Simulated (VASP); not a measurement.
# GaP (F-43m) in VASP: a series of runs, part 2 of 2

VASP 6.6.1. The steps go on from the part before.

**3. Single point, PBE**

This run uses another cell than the first one, of 20.36 Å³/atom.

The input, INCAR:

```
SYSTEM = GaP
PREC = Accurate ; ENCUT = 500
EDIFF = 1E-6 ; ISMEAR = 0
SIGMA = 0.01 ; LREAL = .FALSE.
LASPH = .TRUE. ; NELM = 120
ALGO = Normal ; ISIF = 2
LWAVE = .FALSE. ; LCHARG = .FALSE.
GGA = PE ; NBANDS = 16
GGA_COMPAT = .FALSE.
```

The input, KPOINTS:

```
Automatic mesh
0
G
  7 7 7
  0 0 0
```

The input, POSCAR:

```
GaP
1.0
    0.0000000000      2.7305558230      2.7305558230
    2.7305558230      0.0000000000      2.7305558230
    2.7305558230      2.7305558230      0.0000000000
Ga P
1 1
Direct
    0.0000000000      0.0000000000      0.0000000000
    0.2500000000      0.2500000000      0.2500000000
```

Potentials or basis: VASP PAW PBE potentials, release 64 (Ga_d, P).

Started as:

```sh
$ cat potpaw_PBE.64/Ga_d/POTCAR potpaw_PBE.64/P/POTCAR > POTCAR
$ mpirun -np 1 vasp_std > vasp.out
```

OUTCAR:

```text
SYSTEM = GaP
   PREC = Accurate
   ENCUT = 500
   EDIFF = 1E-6
   ISMEAR = 0
   LREAL = .FALSE.
   LASPH = .TRUE.
   NELM = 120
   ISIF = 2
   GGA = PE

 ion  position               nearest neighbor table
   1  0.000  0.000  0.000-   2 2.36   2 2.36   2 2.36   2 2.36
   2  0.250  0.250  0.250-   1 2.36   1 2.36   1 2.36   1 2.36

  LATTYP: Found a face centered cubic cell.
 ALAT       =     5.4611116460

  Lattice vectors:

 A1 = (   0.0000000000,   2.7305558230,   2.7305558230)
 A2 = (   2.7305558230,   0.0000000000,   2.7305558230)
 A3 = (   2.7305558230,   2.7305558230,   0.0000000000)

Analysis of symmetry for initial positions (statically):
=====================================================================
 Subroutine PRICEL returns:
 Original cell was already a primitive cell.

 Routine SETGRP: Setting up the symmetry group for a
 face centered cubic supercell.

 Subroutine GETGRP returns: Found 24 space group operations
 (whereof 24 operations were pure point group operations)
 out of a pool of 48 trial point group operations.

The static configuration has the point symmetry T_d .

Analysis of symmetry for dynamics (positions and initial velocities):
=====================================================================
 Subroutine PRICEL returns:
 Original cell was already a primitive cell.

 Routine SETGRP: Setting up the symmetry group for a
 face centered cubic supercell.

 Subroutine GETGRP returns: Found 24 space group operations
 (whereof 24 operations were pure point group operations)
 out of a pool of 48 trial point group operations.

The dynamic configuration has the point symmetry T_d .

 Subroutine INISYM returns: Found 24 space group operations
 (whereof 24 operations are pure point group operations),
 and found     1 'primitive' translations

----------------------------------------------------------------------------------------

                                     Primitive cell

  volume of cell :      40.7177

  direct lattice vectors                    reciprocal lattice vectors
     0.000000000  2.730555823  2.730555823    -0.183112902  0.183112902  0.183112902
     2.730555823  0.000000000  2.730555823     0.183112902 -0.183112902  0.183112902
     2.730555823  2.730555823  0.000000000     0.183112902  0.183112902 -0.183112902

  length of vectors
     3.861589078  3.861589078  3.861589078     0.317160849  0.317160849  0.317160849

  position of ions in fractional coordinates (direct lattice)
     0.000000000  0.000000000  0.000000000
     0.250000000  0.250000000  0.250000000

  ion indices of the primitive-cell ions
   primitive index   ion index
                 1           1
                 2           2

----------------------------------------------------------------------------------------

 KPOINTS: Automatic mesh

Automatic generation of k-mesh.
 Grid dimensions read from file:
 generate k-points for:    7    7    7

 Generating k-lattice:

  Cartesian coordinates                     Fractional coordinates (reciprocal lattice)
    -0.026158986  0.026158986  0.026158986     0.142857143  0.000000000  0.000000000
     0.026158986 -0.026158986  0.026158986     0.000000000  0.142857143  0.000000000
     0.026158986  0.026158986 -0.026158986     0.000000000  0.000000000  0.142857143

  Length of vectors
     0.045308693  0.045308693  0.045308693

  Shift w.r.t. Gamma in fractional coordinates (k-lattice)
     0.000000000  0.000000000  0.000000000

 Subroutine IBZKPT returns following result:
 ===========================================

 Found     20 irreducible k-points:

 Following reciprocal coordinates:
            Coordinates               Weight
  0.000000  0.000000  0.000000      1.000000
  0.142857  0.000000  0.000000      8.000000
  0.285714  0.000000  0.000000      8.000000
  0.428571  0.000000  0.000000      8.000000
  0.142857  0.142857  0.000000      6.000000
  0.285714  0.142857  0.000000     24.000000
[... 12 lines left out ...]
 -0.428571  0.428571  0.142857     24.000000
 -0.285714  0.428571  0.142857     24.000000
   k-points           NKPTS =     20   k-points in BZ     NKDIM =     20   number of bands    NBANDS=     16
   number of dos      NEDOS =    301   number of ions     NIONS =      2
   total plane-waves  NPLWV =  21952
   dimension x,y,z NGX =    28 NGY =   28 NGZ =   28
   dimension x,y,z NGXF=    56 NGYF=   56 NGZF=   56
   ions per type =               1   1
   NGX,Y,Z   is equivalent  to a cutoff of  12.05, 12.05, 12.05 a.u.
   NGXF,Y,Z  is equivalent  to a cutoff of  24.11, 24.11, 24.11 a.u.
 SYSTEM =  GaP
   PREC   = accura    normal or accurate (medium, high low for compatibility)
   ISTART =      0    job   : 0-new  1-cont  2-samecut
   ICHARG =      2    charge: 1-file 2-atom 10-const
   ISPIN  =      1    spin polarized calculation?
   LNONCOLLINEAR =      F non collinear calculations
   LSORBIT =      F    spin-orbit coupling
   LASPH  =      T    aspherical Exc in radial PAW
   ENCUT  =  500.0 eV  36.75 Ry    6.06 a.u.   7.04  7.04  7.04*2*pi/ulx,y,z
   NELM   =    120;   NELMIN=  2; NELMDL= -5     # of ELM steps
   EDIFF  = 0.1E-05   stopping-criterion for ELM
   LREAL  =      F    real-space projection
   EDIFFG = 0.1E-04   stopping-criterion for IOM
   NSW    =      0    number of steps for IOM
   IBRION =     -1    ionic relax: 0-MD 1-quasi-New 2-CG
   NFREE  =      0    steps in history (QN), initial steepest desc. (CG)
   ISIF   =      2    stress and relaxation
   ISYM   =      2    0-nonsym 1-usesym 2-fastsym
   POTIM  = 0.5000    time-step for ionic-motion
   TEBEG  =    0.0;   TEEND  =   0.0 temperature during run
   PSTRESS=    0.0 pullay stress
   NELECT =      18.0000    total number of electrons
   NUPDOWN=      -1.0000    fix difference up-down
   EMIN   =  10.00;   EMAX   =-10.00  energy-range for DOS
   EFERMI =   0.00;   METHOD = LEGACY
   ISMEAR =     0;   SIGMA  =   0.01  broadening in eV -4-tet -1-fermi 0-gaus
   EFERMI_NEDOS =   21; number of points for ismear=-14 and -15
   IALGO  =     38    algorithm
   IMIX   =      4    mixing-type and parameters
     AMIX     =   0.40;   BMIX     =  1.00
     AMIX_MAG =   1.60;   BMIX_MAG =  1.00
  volume/ion in A,a.u.               =      20.36       137.39
  Fermi-wavevector in a.u.,A,eV,Ry     =   1.247110  2.356695 21.160900  1.555282
  Thomas-Fermi vector in A             =   2.381257
   LORBIT       =      0    0 simple, 1 ext, 2 COOP (PROOUT), +10 PAW based schemes
   GGA     = PE    functional components
   LHFCALC =     F    Hartree Fock is set to
   AEXX    =    0.0000 exact exchange contribution
   IVDW    =     0    specifies the selected vdW correction
   LEPSILON=     F    determine dielectric tensor
   LRPA    =     F    only Hartree local field effects (RPA)
 non-spin polarized calculation
 Gauss-broadening in eV      SIGMA  =   0.01
  energy-cutoff  :      500.00
  volume of cell :       40.72
 maximum number of plane-waves:      1045
   NGX = 15   NGY = 15   NGZ = 15

 number of electron      18.0000017 magnetization

 Free energy of the ion-electron system (eV)
  ---------------------------------------------------
  ext. energy  EPLUGINS =         0.00000000
  ---------------------------------------------------
  free energy    TOTEN  =        -9.11564783 eV

  energy without entropy =       -9.11564783  energy(sigma->0) =       -9.11564783

 E-fermi :   4.6442     XC(G=0):  -9.8056

 val. band max:        4.5947856125   @ k =   0.0000   0.0000   0.0000
 cond. band min:       6.1951092261   @ k =   0.4286   0.4286   0.0000
 fundamental gap:      1.6003236136
 Fermi energy:         4.6441873826

 k-point     1 :       0.0000    0.0000    0.0000
  band No.  band energies     occupation
      1      -9.9485      2.00000
      2      -9.9485      2.00000
      3      -9.9485      2.00000
      4      -9.8507      2.00000
      5      -9.8507      2.00000
      6      -7.8536      2.00000
[... 8 lines left out ...]
     15      14.3732      0.00000
     16      14.3732      0.00000
[... 343 lines left out ...]
 k-point    20 :      -0.2857    0.4286    0.1429
  band No.  band energies     occupation
      1     -10.0438      2.00000
      2      -9.9108      2.00000
      3      -9.8922      2.00000
      4      -9.8651      2.00000
      5      -9.8420      2.00000
      6      -4.9330      2.00000
[... 8 lines left out ...]
     15      16.0733      0.00000
     16      18.5835      0.00000

------------------------ aborting loop because EDIFF is reached ----------------------------------------

  FORCE on cell =-STRESS in cart. coord.  units (eV):
  Direction    XX          YY          ZZ          XY          YZ          ZX
  --------------------------------------------------------------------------------------
  -------------------------------------------------------------------------------------
  Total        0.4857717      0.4857717      0.4857717     -0.0000000      0.0000000      0.0000000
  in kB       19.1143526     19.1143526     19.1143526     -0.0000000      0.0000000      0.0000000
  external PRESSURE =      19.1143526 kB  Pullay stress =       0.0000000 kB

 VOLUME and BASIS-vectors are now :
 -----------------------------------------------------------------------------
  energy-cutoff  :      500.00
  volume of cell :       40.72
      direct lattice vectors                 reciprocal lattice vectors
     0.000000000  2.730555823  2.730555823    -0.183112902  0.183112902  0.183112902
     2.730555823  0.000000000  2.730555823     0.183112902 -0.183112902  0.183112902
     2.730555823  2.730555823  0.000000000     0.183112902  0.183112902 -0.183112902

 POSITION                                       TOTAL-FORCE (eV/Angst)
 -----------------------------------------------------------------------------------
      0.00000      0.00000      0.00000         0.000000      0.000000      0.000000
      1.36528      1.36528      1.36528        -0.000000     -0.000000     -0.000000
 -----------------------------------------------------------------------------------
    total drift:                                0.000001      0.000001      0.000001

  FREE ENERGIE OF THE ION-ELECTRON SYSTEM (eV)
  ---------------------------------------------------
  free  energy   TOTEN  =        -9.1156478262 eV

  energy  without entropy=       -9.1156478262  energy(sigma->0) =       -9.11564783
```

stdout:

```text
POSCAR found type information on POSCAR GaP
 POSCAR found :  2 types and       2 ions
 scaLAPACK will be used
 LDA part: xc-table for (Slater+PW92), standard interpolation
 POSCAR, INCAR and KPOINTS ok, starting setup
 FFT: planning ... GRIDC
 FFT: planning ... GRID_SOFT
 FFT: planning ... GRID
 WAVECAR not read
 entering main loop
```

Run time: 38 s. Hardware: 1 thread of Intel Xeon 8259CL, shared host; peak memory 0.13 GiB.

Results:

```
Free energy            : -9.1156 eV
Pressure               : 1.9 GPa
Band gap on the k mesh : 1.60 eV (least direct gap 1.78 eV)
```

Levels at points of the mesh, in eV from the valence-band top:
```tsv
k point	band 6	band 7	band 8	band 9	band 10	band 11	band 12	band 13
(0.00, 0.00, 0.00)	-12.45	0.00	0.00	0.00	1.78	3.89	3.89	3.89
```

Caveat: an odd mesh through Γ misses points on the zone boundary, where band edges can lie.
